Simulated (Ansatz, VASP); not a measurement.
# Two plane-wave programs on MgSe

```
CELL_PARAMETERS angstrom
0.00000 2.72550 2.72550
2.72550 0.00000 2.72550
2.72550 2.72550 0.00000
ATOMIC_POSITIONS crystal
Mg 0.00000 0.00000 0.00000
Se 0.50000 0.50000 0.50000
```

Alike in both runs: functional PBEsol; k mesh 6 × 6 × 6; no spin polarisation.

Ansatz relaxed the structure, and its values are those at the end. VASP's run is a single point on that final structure, the one shown.

```csv
,VASP,Ansatz
version,VASP 6.6.1,Ansatz 0.2.0
potentials or method,"VASP PAW PBE potentials, release 64 (Mg, Se)","PAW with Ansatz's default frozen-core files, scalar-relativistic"
plane-wave cutoff (eV),600,420
occupations,"gaussian, width 0.01 eV",fixed
valence electrons in the cell,8,26
```

VASP gave:

| Item | Value |
| --- | --- |
| pressure (GPa) | -0.1 |

Question: What did Ansatz give for the same quantities?

Answer: Pressure (GPa): 0.0.

VASP's potentials were made for PBE, not for PBEsol. VASP's potentials hold 8 valence electrons a cell and Ansatz's 26, so a difference there can come from the potentials and not from the codes.
